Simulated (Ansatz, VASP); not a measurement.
# FeGe: VASP beside Ansatz

```
Fe Ge
1.0
     3.01617    0.00000    0.00000
     0.00000    3.01617    0.00000
     0.00000    0.00000    3.01617
Fe Ge
1 1
Direct
  0.00000 0.00000 0.00000
  0.46334 0.45075 0.45353
```

Alike in both runs: task single point; functional r2SCAN; k mesh 3 × 3 × 3; collinear spin.

|  | VASP | Ansatz |
| --- | --- | --- |
| version | VASP 6.6.1 | Ansatz development build ahead of 0.2.0 |
| potentials or method | VASP PAW PBE potentials, release 64 (Fe, Ge_d) | PAW (an earlier, plane waves, scalar-relativistic |
| plane-wave cutoff (eV) | 520 | 1230 |
| occupations | gaussian, width 0.05 eV | gaussian |

VASP gave:

- net moment per atom (μB): 0.96
- size of the moment on the site where the two differ most (μB): 1.97

Estimate Ansatz's values.

net moment per atom (μB): 0.96; size of the moment on the site where the two differ most (μB): 1.96.

VASP's potentials were made for PBE, not for r2SCAN. Site moments also hang on the region over which each program counts them. Ansatz's warnings: stability check not made.

The k mesh is coarse, so the values compare programs but aren't converged.
